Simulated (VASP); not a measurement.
# Ga3As (I4mm) in VASP: single point with PBE

Aim: the single point of Ga3As with PBE.

All numbers are computed with VASP 6.6.1; they aren't measurements. Logs are shortened: lines on timing, memory, paths and dates and some standing lists are left out, and cuts for length are marked.

### 1 The cell of the first run

The structure is tetragonal, space group I4mm (No. 107). Conventional cell: a = 7.065 Å, b = 7.065 Å, c = 11.928 Å, α = 90.00°, β = 90.00°, γ = 90.00°. Within 3.2 Å of Ga (site symmetry m) lie 1 As at 2.43 Å and 3 Ga at 2.54 to 2.57 Å. Within 3.1 Å of Ga (site symmetry 2mm) lie 1 As at 2.36 Å and 2 Ga at 2.54 Å. As (site symmetry 2mm) has 3 Ga at 2.36 to 2.43 Å within 3.1 Å.

### 2 Single point, PBE

Input file INCAR:

```
SYSTEM = Ga3As
PREC = Accurate ; ENCUT = 520
EDIFF = 1E-6 ; ISMEAR = 0
SIGMA = 0.2 ; LREAL = .False.
LASPH = .True. ; NELM = 80
ALGO = Fast ; ISIF = 2
LWAVE = .False. ; LCHARG = .False.
GGA = PE ; NBANDS = 54
```

Input file KPOINTS:

```
Automatic mesh
0
Gamma
  4 4 4
  0 0 0
```

Input file POSCAR:

```
Ga3As
1.0
   -3.5327177459      3.5327177459      5.9639618756
    3.5327177459     -3.5327177459      5.9639618756
    3.5327177459      3.5327177459     -5.9639618756
Ga As
6 2
Direct
    0.7256275582      0.4683018794      0.7426743212
    0.7256275582      0.9829532370      0.2573256788
    0.4683018794      0.7256275582      0.7426743212
    0.9829532370      0.7256275582      0.2573256788
    0.5680590632      0.0680590632      0.5000000000
    0.0680590632      0.5680590632      0.5000000000
    0.8704183554      0.3704183554      0.5000000000
    0.3704183554      0.8704183554      0.5000000000
```

Potentials or basis: VASP PAW PBE potentials, release 64 (Ga_d, As).

Launch:

```console
$ cat potpaw_PBE.64/Ga_d/POTCAR potpaw_PBE.64/As/POTCAR > POTCAR
$ mpirun -np 1 vasp_std > vasp.out
```

OUTCAR:

```text
SYSTEM = Ga3As
   PREC = Accurate
   ENCUT = 520
   EDIFF = 1E-6
   ISMEAR = 0
   LREAL = .False.
   LASPH = .True.
   NELM = 80
   ISIF = 2
   GGA = PE

 ion  position               nearest neighbor table
   1  0.726  0.468  0.743-   7 2.43   5 2.54   3 2.57   4 2.57
   2  0.726  0.983  0.257-   7 2.43   5 2.54   4 2.57   3 2.57
   3  0.468  0.726  0.743-   8 2.43   6 2.54   1 2.57   2 2.57
   4  0.983  0.726  0.257-   8 2.43   6 2.54   2 2.57   1 2.57
   5  0.568  0.068  0.500-   8 2.36   2 2.54   1 2.54
   6  0.068  0.568  0.500-   7 2.36   4 2.54   3 2.54
   7  0.870  0.370  0.500-   6 2.36   1 2.43   2 2.43
   8  0.370  0.870  0.500-   5 2.36   3 2.43   4 2.43

  LATTYP: Found a body centered tetragonal cell.
 ALAT       =     7.0654354918
 C/A-ratio  =     1.6882078628

  Lattice vectors:

 A1 = (  -3.5327177459,   3.5327177459,   5.9639618756)
 A2 = (   3.5327177459,  -3.5327177459,   5.9639618756)
 A3 = (   3.5327177459,   3.5327177459,  -5.9639618756)

Analysis of symmetry for initial positions (statically):
=====================================================================
 Subroutine PRICEL returns:
 Original cell was already a primitive cell.

 Routine SETGRP: Setting up the symmetry group for a
 body centered tetragonal supercell.

 Subroutine GETGRP returns: Found  8 space group operations
 (whereof  8 operations were pure point group operations)
 out of a pool of 16 trial point group operations.

The static configuration has the point symmetry C_4v.

Analysis of symmetry for dynamics (positions and initial velocities):
=====================================================================
 Subroutine PRICEL returns:
 Original cell was already a primitive cell.

 Routine SETGRP: Setting up the symmetry group for a
 body centered tetragonal supercell.

 Subroutine GETGRP returns: Found  8 space group operations
 (whereof  8 operations were pure point group operations)
 out of a pool of 16 trial point group operations.

The dynamic configuration has the point symmetry C_4v.

 Subroutine INISYM returns: Found  8 space group operations
 (whereof  8 operations are pure point group operations),
 and found     1 'primitive' translations

----------------------------------------------------------------------------------------

                                     Primitive cell

  volume of cell :     297.7232

  direct lattice vectors                    reciprocal lattice vectors
    -3.532717746  3.532717746  5.963961876     0.000000000  0.141534092  0.083836887
     3.532717746 -3.532717746  5.963961876     0.141534092  0.000000000  0.083836887
     3.532717746  3.532717746 -5.963961876     0.141534092  0.141534092  0.000000000

  length of vectors
     7.780040527  7.780040527  7.780040527     0.164500830  0.164500830  0.200159433

  position of ions in fractional coordinates (direct lattice)
     0.725627558  0.468301879  0.742674321
     0.725627558  0.982953237  0.257325679
     0.468301879  0.725627558  0.742674321
     0.982953237  0.725627558  0.257325679
     0.568059063  0.068059063  0.500000000
     0.068059063  0.568059063  0.500000000
     0.870418355  0.370418355  0.500000000
     0.370418355  0.870418355  0.500000000

  ion indices of the primitive-cell ions
   primitive index   ion index
                 1           1
                 2           2
                 3           3
                 4           4
                 5           5
                 6           6
                 7           7
                 8           8

----------------------------------------------------------------------------------------

 KPOINTS: Automatic mesh

Automatic generation of k-mesh.
 Grid dimensions read from file:
 generate k-points for:    4    4    4

 Generating k-lattice:

  Cartesian coordinates                     Fractional coordinates (reciprocal lattice)
     0.000000000  0.035383523  0.020959222     0.250000000 -0.000000000  0.000000000
     0.035383523  0.000000000  0.020959222    -0.000000000  0.250000000  0.000000000
     0.035383523  0.035383523  0.000000000     0.000000000  0.000000000  0.250000000

  Length of vectors
     0.041125207  0.041125207  0.050039858

  Shift w.r.t. Gamma in fractional coordinates (k-lattice)
     0.000000000  0.000000000  0.000000000

 Subroutine IBZKPT returns following result:
 ===========================================

 Found     13 irreducible k-points:

 Following reciprocal coordinates:
            Coordinates               Weight
  0.000000  0.000000  0.000000      1.000000
  0.250000  0.000000  0.000000      8.000000
  0.500000  0.000000  0.000000      4.000000
  0.250000  0.250000  0.000000      8.000000
  0.500000  0.250000  0.000000     16.000000
 -0.250000  0.250000  0.000000      4.000000
  0.500000  0.500000  0.000000      2.000000
  0.250000  0.250000  0.250000      2.000000
 -0.250000  0.250000  0.250000      4.000000
  0.500000  0.500000  0.250000      4.000000
 -0.250000  0.500000  0.250000      8.000000
 -0.250000 -0.250000  0.250000      2.000000
  0.500000  0.500000  0.500000      1.000000
   k-points           NKPTS =     13   k-points in BZ     NKDIM =     13   number of bands    NBANDS=     54
   number of dos      NEDOS =    301   number of ions     NIONS =      8
   total plane-waves  NPLWV = 216000
   dimension x,y,z NGX =    60 NGY =   60 NGZ =   60
   dimension x,y,z NGXF=   120 NGYF=  120 NGZF=  120
   ions per type =               6   2
   NGX,Y,Z   is equivalent  to a cutoff of  12.82, 12.82, 12.82 a.u.
   NGXF,Y,Z  is equivalent  to a cutoff of  25.64, 25.64, 25.64 a.u.
 SYSTEM =  Ga3As
   PREC   = accura    normal or accurate (medium, high low for compatibility)
   ISTART =      0    job   : 0-new  1-cont  2-samecut
   ICHARG =      2    charge: 1-file 2-atom 10-const
   ISPIN  =      1    spin polarized calculation?
   LNONCOLLINEAR =      F non collinear calculations
   LSORBIT =      F    spin-orbit coupling
   LASPH  =      T    aspherical Exc in radial PAW
   ENCUT  =  520.0 eV  38.22 Ry    6.18 a.u.  14.47 14.47 14.47*2*pi/ulx,y,z
   NELM   =     80;   NELMIN=  2; NELMDL= -5     # of ELM steps
   EDIFF  = 0.1E-05   stopping-criterion for ELM
   LREAL  =      F    real-space projection
   EDIFFG = 0.1E-04   stopping-criterion for IOM
   NSW    =      0    number of steps for IOM
   IBRION =     -1    ionic relax: 0-MD 1-quasi-New 2-CG
   NFREE  =      0    steps in history (QN), initial steepest desc. (CG)
   ISIF   =      2    stress and relaxation
   ISYM   =      2    0-nonsym 1-usesym 2-fastsym
   POTIM  = 0.5000    time-step for ionic-motion
   TEBEG  =    0.0;   TEEND  =   0.0 temperature during run
   PSTRESS=    0.0 pullay stress
   NELECT =      88.0000    total number of electrons
   NUPDOWN=      -1.0000    fix difference up-down
   EMIN   =  10.00;   EMAX   =-10.00  energy-range for DOS
   EFERMI =   0.00;   METHOD = LEGACY
   ISMEAR =     0;   SIGMA  =   0.20  broadening in eV -4-tet -1-fermi 0-gaus
   EFERMI_NEDOS =   21; number of points for ismear=-14 and -15
   IALGO  =     68    algorithm
   IMIX   =      4    mixing-type and parameters
     AMIX     =   0.40;   BMIX     =  1.00
     AMIX_MAG =   1.60;   BMIX_MAG =  1.00
  volume/ion in A,a.u.               =      37.22       251.14
  Fermi-wavevector in a.u.,A,eV,Ry     =   1.090515  2.060774 16.180348  1.189222
  Thomas-Fermi vector in A             =   2.226741
   LORBIT       =      0    0 simple, 1 ext, 2 COOP (PROOUT), +10 PAW based schemes
   GGA     = PE    functional components
   LHFCALC =     F    Hartree Fock is set to
   AEXX    =    0.0000 exact exchange contribution
   IVDW    =     0    specifies the selected vdW correction
   LEPSILON=     F    determine dielectric tensor
   LRPA    =     F    only Hartree local field effects (RPA)
 non-spin polarized calculation
 RMM-DIIS sequential band-by-band and
 Gauss-broadening in eV      SIGMA  =   0.20
  energy-cutoff  :      520.00
  volume of cell :      297.72
 maximum number of plane-waves:      8067
 NGX is ok and might be reduce to    60
   NGX = 29   NGY = 29   NGZ = 29

 number of electron      88.0000017 magnetization

 Free energy of the ion-electron system (eV)
  ---------------------------------------------------
  ext. energy  EPLUGINS =         0.00000000
  ---------------------------------------------------
  free energy    TOTEN  =       -24.32080564 eV

  energy without entropy =      -24.21264589  energy(sigma->0) =      -24.26672577

 E-fermi :   0.6092     XC(G=0):  -7.0943

 val. band max:        0.5462741575   @ k =   0.5000   0.2500   0.0000
 cond. band min:       0.6199832632   @ k =  -0.2500   0.2500   0.0000
 fundamental gap:      0.0737091057
 Fermi energy:         0.6091737988

 k-point     1 :       0.0000    0.0000    0.0000
  band No.  band energies     occupation
      1     -14.6107      2.00000
      2     -14.5971      2.00000
      3     -14.5304      2.00000
      4     -14.5304      2.00000
      5     -14.5062      2.00000
      6     -14.5002      2.00000
[... 46 lines left out ...]
     53       4.5946      0.00000
     54       5.4161      0.00000

 k-point     2 :       0.2500    0.0000    0.0000
  band No.  band energies     occupation
      1     -14.6084      2.00000
      2     -14.5987      2.00000
      3     -14.5313      2.00000
      4     -14.5303      2.00000
      5     -14.5078      2.00000
      6     -14.5006      2.00000
[... 46 lines left out ...]
     53       4.8320      0.00000
     54       5.4863      0.00000
[... 568 lines left out ...]
     53       5.3912      0.00000
     54       5.6428      0.00000

 k-point    13 :       0.5000    0.5000    0.5000
  band No.  band energies     occupation
      1     -14.6136      2.00000
      2     -14.5949      2.00000
      3     -14.5299      2.00000
      4     -14.5299      2.00000
      5     -14.5064      2.00000
      6     -14.4996      2.00000
[... 46 lines left out ...]
     53       5.3950      0.00000
     54       5.3979      0.00000

------------------------ aborting loop because EDIFF is reached ----------------------------------------

  FORCE on cell =-STRESS in cart. coord.  units (eV):
  Direction    XX          YY          ZZ          XY          YZ          ZX
  --------------------------------------------------------------------------------------
  -------------------------------------------------------------------------------------
  Total        1.0930520      1.0930520      0.7959660      0.0000000      0.0000000      0.0000000
  in kB        5.8821848      5.8821848      4.2834371      0.0000000      0.0000000      0.0000000
  external PRESSURE =       5.3492689 kB  Pullay stress =       0.0000000 kB

 VOLUME and BASIS-vectors are now :
 -----------------------------------------------------------------------------
  energy-cutoff  :      520.00
  volume of cell :      297.72
      direct lattice vectors                 reciprocal lattice vectors
    -3.532717746  3.532717746  5.963961876     0.000000000  0.141534092  0.083836887
     3.532717746 -3.532717746  5.963961876     0.141534092  0.000000000  0.083836887
     3.532717746  3.532717746 -5.963961876     0.141534092  0.141534092  0.000000000

 POSITION                                       TOTAL-FORCE (eV/Angst)
 -----------------------------------------------------------------------------------
      1.71460      3.53272      2.69127        -0.026332      0.000000      0.011665
      1.81812      0.00000      8.65523         0.026332      0.000000      0.011665
      3.53272      1.71460      2.69127         0.000000     -0.026332      0.011665
      0.00000      1.81812      8.65523         0.000000      0.026332      0.011665
      0.00000      3.53272      0.81180         0.000000      0.000000     -0.009230
      3.53272      0.00000      0.81180         0.000000      0.000000     -0.009230
     -0.00000      3.53272      4.41832         0.000000      0.000000     -0.014100
      3.53272     -0.00000      4.41832         0.000000      0.000000     -0.014100
 -----------------------------------------------------------------------------------
    total drift:                                0.000000      0.000000     -0.000329

  FREE ENERGIE OF THE ION-ELECTRON SYSTEM (eV)
  ---------------------------------------------------
  free  energy   TOTEN  =       -24.3208056404 eV

  energy  without entropy=      -24.2126458938  energy(sigma->0) =      -24.26672577
```

It took 6.8 min on 1 thread of AMD EPYC 7R43 (Zen 3), shared host; peak memory 0.54 GiB.

What came out:

- Free energy: -24.3208 eV
- Pressure: 0.5 GPa
- Largest force: 0.029 eV/Å
- Band gap on the k mesh: zero (band 44 reaches 0.73 eV, above the bottom of band 45 at 0.49 eV)

Forces in eV/Å, atoms in the order of the input:
```
Ga  -0.026  0.000  0.012
Ga   0.026  0.000  0.012
Ga   0.000 -0.026  0.012
Ga   0.000  0.026  0.012
Ga   0.000  0.000 -0.009
Ga   0.000  0.000 -0.009
As   0.000  0.000 -0.014
As   0.000  0.000 -0.014
```

Stress tensor (GPa, compression positive):
```
0.59 0.00 0.00
0.00 0.59 0.00
0.00 0.00 0.43
```
